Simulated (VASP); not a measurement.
# SrTiO3 (Pm-3m) in VASP: notebook, part 2 of 2

VASP 6.6.1.

## Step 3: Single point, PBE+U

INCAR

```
PREC = Accurate ; ENCUT = 520
EDIFF = 1E-6 ; ISMEAR = 0
SIGMA = 0.02 ; LREAL = F
LASPH = T ; NELM = 150
ALGO = Normal ; ISIF = 2
LWAVE = F ; LCHARG = F
LMAXMIX = 4 ; LDAU = T
LDAUTYPE = 2 ; LDAUL = -1 2 -1
LDAUU = 0 4 0 ; LDAUJ = 0 0 0
LDAUPRINT = 1 ; GGA = PE
NBANDS = 28
```

KPOINTS

```
Automatic mesh
0
Gamma
  8 8 8
```

POSCAR

```
SrTiO3
1.0
    3.8489662538      0.0000000000      0.0000000000
    0.0000000000      3.8489662538      0.0000000000
    0.0000000000      0.0000000000      3.8489662538
Sr Ti O
1 1 3
Direct
    0.0000000000      0.0000000000      0.0000000000
    0.5000000000      0.5000000000      0.5000000000
    0.5000000000      0.0000000000      0.5000000000
    0.5000000000      0.5000000000      0.0000000000
    0.0000000000      0.5000000000      0.5000000000
```

Potentials or basis: VASP PAW PBE potentials, release 64 (Sr_sv, Ti_sv, O).

Launch:

```sh
cat potpaw_PBE.64/Sr_sv/POTCAR potpaw_PBE.64/Ti_sv/POTCAR potpaw_PBE.64/O/POTCAR > POTCAR
mpirun -np 1 vasp_std > vasp.out
```

OUTCAR:

```text
PREC = Accurate
   ENCUT = 520
   EDIFF = 1E-6
   ISMEAR = 0
   LREAL = F
   LASPH = T
   NELM = 150
   ISIF = 2
   GGA = PE

 ion  position               nearest neighbor table
   1  0.000  0.000  0.000-   3 2.72   4 2.72   5 2.72   3 2.72   5 2.72   4 2.72   5 2.72   5 2.72
                             3 2.72   4 2.72   3 2.72   4 2.72   2 3.33   2 3.33   2 3.33   2 3.33
   2  0.500  0.500  0.500-   3 1.92   4 1.92   5 1.92   4 1.92   3 1.92   5 1.92   1 3.33   1 3.33
                             1 3.33   1 3.33   1 3.33   1 3.33   1 3.33   1 3.33
   3  0.500  0.000  0.500-   2 1.92   2 1.92   1 2.72   1 2.72   1 2.72   1 2.72
   4  0.500  0.500  0.000-   2 1.92   2 1.92   1 2.72   1 2.72   1 2.72   1 2.72
   5  0.000  0.500  0.500-   2 1.92   2 1.92   1 2.72   1 2.72   1 2.72   1 2.72

  LATTYP: Found a simple cubic cell.
 ALAT       =     3.8489662538

  Lattice vectors:

 A1 = (   3.8489662538,   0.0000000000,   0.0000000000)
 A2 = (   0.0000000000,   3.8489662538,   0.0000000000)
 A3 = (   0.0000000000,   0.0000000000,   3.8489662538)

Analysis of symmetry for initial positions (statically):
=====================================================================
 Subroutine PRICEL returns:
 Original cell was already a primitive cell.

 Routine SETGRP: Setting up the symmetry group for a
 simple cubic supercell.

 Subroutine GETGRP returns: Found 48 space group operations
 (whereof 48 operations were pure point group operations)
 out of a pool of 48 trial point group operations.

The static configuration has the point symmetry O_h .

Analysis of symmetry for dynamics (positions and initial velocities):
=====================================================================
 Subroutine PRICEL returns:
 Original cell was already a primitive cell.

 Routine SETGRP: Setting up the symmetry group for a
 simple cubic supercell.

 Subroutine GETGRP returns: Found 48 space group operations
 (whereof 48 operations were pure point group operations)
 out of a pool of 48 trial point group operations.

The dynamic configuration has the point symmetry O_h .

 Subroutine INISYM returns: Found 48 space group operations
 (whereof 48 operations are pure point group operations),
 and found     1 'primitive' translations

----------------------------------------------------------------------------------------

                                     Primitive cell

  volume of cell :      57.0207

  direct lattice vectors                    reciprocal lattice vectors
     3.848966254  0.000000000  0.000000000     0.259810020  0.000000000  0.000000000
     0.000000000  3.848966254  0.000000000     0.000000000  0.259810020  0.000000000
     0.000000000  0.000000000  3.848966254     0.000000000  0.000000000  0.259810020

  length of vectors
     3.848966254  3.848966254  3.848966254     0.259810020  0.259810020  0.259810020

[... 100 lines left out ...]
   EFERMI =   0.00;   METHOD = LEGACY
   ISMEAR =     0;   SIGMA  =   0.02  broadening in eV -4-tet -1-fermi 0-gaus
   EFERMI_NEDOS =   21; number of points for ismear=-14 and -15
   IALGO  =     38    algorithm
   IMIX   =      4    mixing-type and parameters
     AMIX     =   0.40;   BMIX     =  1.00
     AMIX_MAG =   1.60;   BMIX_MAG =  1.00
  volume/ion in A,a.u.               =      11.40        76.96
  Fermi-wavevector in a.u.,A,eV,Ry     =   1.454624  2.748841 28.788986  2.115931
  Thomas-Fermi vector in A             =   2.571753
   LORBIT       =      0    0 simple, 1 ext, 2 COOP (PROOUT), +10 PAW based schemes
 LDA+U is selected, type is set to LDAUTYPE =  2
   angular momentum for each species LDAUL =    -1    2   -1
   U (eV)           for each species LDAUU =   0.0  4.0  0.0
   J (eV)           for each species LDAUJ =   0.0  0.0  0.0
   GGA     = PE    functional components
   LHFCALC =     F    Hartree Fock is set to
   AEXX    =    0.0000 exact exchange contribution
   IVDW    =     0    specifies the selected vdW correction
   LEPSILON=     F    determine dielectric tensor
   LRPA    =     F    only Hartree local field effects (RPA)
 non-spin polarized calculation
 Gauss-broadening in eV      SIGMA  =   0.02
  energy-cutoff  :      520.00
  volume of cell :       57.02
 maximum number of plane-waves:      1568
 NGX is ok and might be reduce to    30
   NGX = 15   NGY = 15   NGZ = 15

atom =   2  type =  2  l = 2

 onsite density matrix

spin component  1

  0.1064  0.0000  0.0000  0.0000  0.0000
  0.0000  0.1064 -0.0000  0.0000 -0.0000
  0.0000 -0.0000  0.2664  0.0000 -0.0000
  0.0000  0.0000  0.0000  0.1064  0.0000
  0.0000 -0.0000 -0.0000  0.0000  0.2664

spin component  2

  0.1064  0.0000  0.0000  0.0000  0.0000
  0.0000  0.1064 -0.0000  0.0000 -0.0000
  0.0000 -0.0000  0.2664  0.0000 -0.0000
  0.0000  0.0000  0.0000  0.1064  0.0000
  0.0000 -0.0000 -0.0000  0.0000  0.2664

 occupancies and eigenvectors

  o =  0.1064  v =  1.0000  0.0000  0.0000  0.0000  0.0000  0.0000  0.0000  0.0000  0.0000  0.0000      0.0000  0.0000  0.0000  0.0000  0.0000  0.0000  0.0000  0.0000  0.0000  0.0000
  o =  0.1064  v =  0.0000  0.0000  0.0000  0.0000  0.0000  1.0000  0.0000  0.0000  0.0000  0.0000      0.0000  0.0000  0.0000  0.0000  0.0000  0.0000  0.0000  0.0000  0.0000  0.0000
  o =  0.1064  v =  0.0000 -0.7870  0.0000 -0.6169  0.0000  0.0000  0.0000  0.0000  0.0000  0.0000      0.0000  0.0000  0.0000  0.0000  0.0000  0.0000  0.0000  0.0000  0.0000  0.0000
  o =  0.1064  v =  0.0000  0.0000  0.0000  0.0000  0.0000  0.0000 -0.7870  0.0000 -0.6169  0.0000      0.0000  0.0000  0.0000  0.0000  0.0000  0.0000  0.0000  0.0000  0.0000  0.0000
  o =  0.1064  v =  0.0000 -0.6169 -0.0000  0.7870  0.0000  0.0000  0.0000  0.0000  0.0000  0.0000      0.0000  0.0000  0.0000  0.0000  0.0000  0.0000  0.0000  0.0000  0.0000  0.0000
  o =  0.1064  v =  0.0000  0.0000  0.0000  0.0000  0.0000  0.0000 -0.6169 -0.0000  0.7870  0.0000      0.0000  0.0000  0.0000  0.0000  0.0000  0.0000  0.0000  0.0000  0.0000  0.0000
  o =  0.2664  v =  0.0000  0.0000  0.0000  0.0000  0.0000  0.0000 -0.0000 -0.0309  0.0000 -0.9995      0.0000  0.0000  0.0000  0.0000  0.0000  0.0000  0.0000  0.0000  0.0000  0.0000
  o =  0.2664  v =  0.0000 -0.0000 -0.0309  0.0000 -0.9995  0.0000  0.0000  0.0000  0.0000  0.0000      0.0000  0.0000  0.0000  0.0000  0.0000  0.0000  0.0000  0.0000  0.0000  0.0000
  o =  0.2664  v =  0.0000  0.0000  0.0000  0.0000  0.0000  0.0000  0.0000  0.9995  0.0000 -0.0309      0.0000  0.0000  0.0000  0.0000  0.0000  0.0000  0.0000  0.0000  0.0000  0.0000
  o =  0.2664  v =  0.0000  0.0000  0.9995  0.0000 -0.0309  0.0000  0.0000  0.0000  0.0000  0.0000      0.0000  0.0000  0.0000  0.0000  0.0000  0.0000  0.0000  0.0000  0.0000  0.0000

 number of electron      40.0000029 magnetization

 Free energy of the ion-electron system (eV)
  ---------------------------------------------------
  ext. energy  EPLUGINS =         0.00000000
  ---------------------------------------------------
  free energy    TOTEN  =       -37.11754702 eV

  energy without entropy =      -37.11754702  energy(sigma->0) =      -37.11754702

 E-fermi :   4.8718     XC(G=0): -11.5084

 val. band max:        4.6615393187   @ k =   0.5000   0.5000   0.5000
 cond. band min:       7.1382405363   @ k =   0.0000   0.0000   0.0000
 fundamental gap:      2.4767012175
 Fermi energy:         4.8718372990

 k-point     1 :       0.0000    0.0000    0.0000
  band No.  band energies     occupation
      1     -52.6127      2.00000
      2     -28.8407      2.00000
      3     -28.8407      2.00000
      4     -28.8407      2.00000
      5     -27.9958      2.00000
      6     -12.9933      2.00000
[... 733 lines left out ...]
     27      13.1998      0.00000
     28      13.6440      0.00000

 [... further k-points ...]
[... 5 lines left out ...]
  --------------------------------------------------------------------------------------
  -------------------------------------------------------------------------------------
  Total        6.5620067      6.5620067      6.5620067      0.0000000     -0.0000000      0.0000000
  in kB      184.3804789    184.3804789    184.3804789      0.0000000     -0.0000000      0.0000000
  external PRESSURE =     184.3804789 kB  Pullay stress =       0.0000000 kB

 VOLUME and BASIS-vectors are now :
 -----------------------------------------------------------------------------
  energy-cutoff  :      520.00
  volume of cell :       57.02
      direct lattice vectors                 reciprocal lattice vectors
     3.848966254  0.000000000  0.000000000     0.259810020  0.000000000  0.000000000
     0.000000000  3.848966254  0.000000000     0.000000000  0.259810020  0.000000000
     0.000000000  0.000000000  3.848966254     0.000000000  0.000000000  0.259810020

 POSITION                                       TOTAL-FORCE (eV/Angst)
 -----------------------------------------------------------------------------------
      0.00000      0.00000      0.00000         0.000000      0.000000      0.000000
      1.92448      1.92448      1.92448         0.000000      0.000000      0.000000
      1.92448      0.00000      1.92448         0.000000      0.000000      0.000000
      1.92448      1.92448      0.00000         0.000000      0.000000      0.000000
      0.00000      1.92448      1.92448         0.000000      0.000000      0.000000
 -----------------------------------------------------------------------------------
    total drift:                                0.000000      0.000000     -0.000000

  FREE ENERGIE OF THE ION-ELECTRON SYSTEM (eV)
  ---------------------------------------------------
  free  energy   TOTEN  =       -37.1175470193 eV

  energy  without entropy=      -37.1175470193  energy(sigma->0) =      -37.11754702
```

Run time: 27 s. Hardware: 1 thread of Intel Xeon 6975P-C (Granite Rapids), shared host; peak memory 0.2 GiB.

What came out:

```
Free energy            : -37.1175 eV
Pressure               : 18.4 GPa
Band gap on the k mesh : 2.48 eV, indirect (least direct gap 2.87 eV)
```

Levels at points of the mesh, in eV from the valence-band top:
| k point | band 17 | band 18 | band 19 | band 20 | band 21 | band 22 | band 23 | band 24 |
| --- | --- | --- | --- | --- | --- | --- | --- | --- |
| (0.00, 0.00, 0.00) | -1.26 | -0.39 | -0.39 | -0.39 | 2.48 | 2.48 | 2.48 | 4.63 |
| (0.50, 0.00, 0.00) | -2.35 | -2.15 | -0.80 | -0.80 | 2.71 | 4.51 | 4.51 | 4.66 |
| (0.50, 0.50, 0.00) | -1.85 | -1.63 | -1.63 | -0.10 | 4.53 | 4.53 | 5.01 | 5.65 |
| (0.50, 0.50, 0.50) | -3.76 | 0.00 | 0.00 | 0.00 | 5.27 | 5.27 | 5.27 | 7.06 |

Eigenvalues of the final occupation matrices:
```
    site  spin  trace               eigenvalues
site 2 d     1   0.85  0.11 0.11 0.11 0.27 0.27
site 2 d     2   0.85  0.11 0.11 0.11 0.27 0.27
```

## Step 4: Single point, PBE+U

This run uses another cell than the first one, of 11.78 Å³/atom, 1.033 times its volume.

INCAR

```
SYSTEM = SrTiO3
PREC = Accurate ; ENCUT = 520
EDIFF = 1E-6 ; ISMEAR = 0
SIGMA = 0.02 ; LREAL = .False.
LASPH = .True. ; NELM = 150
ALGO = Normal ; ISIF = 2
LWAVE = .False. ; LCHARG = .False.
LMAXMIX = 4 ; LDAU = .True.
LDAUTYPE = 2 ; LDAUL = -1 2 -1
LDAUU = 0 4 0 ; LDAUJ = 0 0 0
LDAUPRINT = 1 ; GGA = PE
NBANDS = 28
```

KPOINTS

```
regular mesh
0
Gamma
  8 8 8
  0 0 0
```

POSCAR: that of step 3 with these lines changed.

```diff
@@ -2,5 +2,5 @@
 1.0
-    3.8489662538      0.0000000000      0.0000000000
-    0.0000000000      3.8489662538      0.0000000000
-    0.0000000000      0.0000000000      3.8489662538
+    3.8906637527      0.0000000000      0.0000000000
+    0.0000000000      3.8906637527      0.0000000000
+    0.0000000000      0.0000000000      3.8906637527
 Sr Ti O
```

Launch:

```sh
cat potpaw_PBE.64/Sr_sv/POTCAR potpaw_PBE.64/Ti_sv/POTCAR potpaw_PBE.64/O/POTCAR > POTCAR
mpirun -np 1 vasp_std > vasp.out
```

It took 29 s on 1 thread of Intel Xeon 6975P-C (Granite Rapids), shared host; peak memory 0.2 GiB.

Results (log left out):

| Quantity | Value |
| --- | --- |
| Free energy | -37.2918 eV |
| Pressure | 11.1 GPa |
| Band gap on the k mesh | 2.41 eV, indirect (least direct gap 2.82 eV) |

Levels at points of the mesh, in eV from the valence-band top:
```csv
k point,band 16,band 17,band 18,band 19,band 20,band 21,band 22,band 23,band 24,band 25
"(0.00, 0.00, 0.00)",-1.20,-1.20,-0.41,-0.41,-0.41,2.41,2.41,2.41,4.41,4.41
"(0.50, 0.00, 0.00)",-2.28,-2.28,-2.04,-0.81,-0.81,2.62,4.32,4.32,4.42,6.58
"(0.50, 0.50, 0.00)",-2.81,-1.88,-1.60,-1.60,-0.10,4.34,4.34,4.81,5.36,7.91
"(0.50, 0.50, 0.50)",-3.68,-3.68,0.00,0.00,0.00,5.05,5.05,5.05,6.93,6.93
```

Eigenvalues of the final occupation matrices:
| site | spin | trace | eigenvalues |
| --- | --- | --- | --- |
| site 2 d | 1 | 0.83 | 0.10 0.10 0.10 0.26 0.26 |
| site 2 d | 2 | 0.83 | 0.10 0.10 0.10 0.26 0.26 |

A k mesh can miss the band edges.

## Step 5: Single point, PBE+U

This run uses another cell than the first one, of 11.78 Å³/atom, 1.033 times its volume.

INCAR

```
ALGO = Normal ; EDIFF = 1E-6
ENCUT = 520 ; GGA = PE
ISIF = 2 ; ISMEAR = 0
LASPH = True ; LCHARG = False
LDAU = True ; LDAUJ = 0 0 0
LDAUL = -1 2 -1 ; LDAUPRINT = 1
LDAUTYPE = 2 ; LDAUU = 0 4 0
LMAXMIX = 4 ; LREAL = False
LWAVE = False ; NBANDS = 28
NELM = 150 ; PREC = Accurate
SIGMA = 0.02
```

KPOINTS

```
k-points
0
Gamma
  8 8 8
```

POSCAR is that of step 4.

Launch:

```sh
cat potpaw_PBE.64/Sr_sv/POTCAR potpaw_PBE.64/Ti_sv/POTCAR potpaw_PBE.64/O/POTCAR > POTCAR
mpirun -np 1 vasp_std > vasp.out
```

Run time: 29 s. Hardware: 1 thread of Intel Xeon 6975P-C (Granite Rapids), shared host; peak memory 0.2 GiB.

The run converged. Its results:

```
Free energy            : -37.2918 eV
Pressure               : 11.1 GPa
Band gap on the k mesh : 2.41 eV, indirect (least direct gap 2.82 eV)
```

Levels at points of the mesh, in eV from the valence-band top:
```tsv
k point	band 16	band 17	band 18	band 19	band 20	band 21	band 22	band 23	band 24	band 25
(0.00, 0.00, 0.00)	-1.20	-1.20	-0.41	-0.41	-0.41	2.41	2.41	2.41	4.41	4.41
(0.50, 0.00, 0.00)	-2.28	-2.28	-2.04	-0.81	-0.81	2.62	4.32	4.32	4.42	6.58
(0.50, 0.50, 0.00)	-2.81	-1.88	-1.60	-1.60	-0.10	4.34	4.34	4.81	5.36	7.91
(0.50, 0.50, 0.50)	-3.68	-3.68	0.00	0.00	0.00	5.05	5.05	5.05	6.93	6.93
```

Eigenvalues of the final occupation matrices:
```tsv
site	spin	trace	eigenvalues
site 2 d	1	0.83	0.10 0.10 0.10 0.26 0.26
site 2 d	2	0.83	0.10 0.10 0.10 0.26 0.26
```
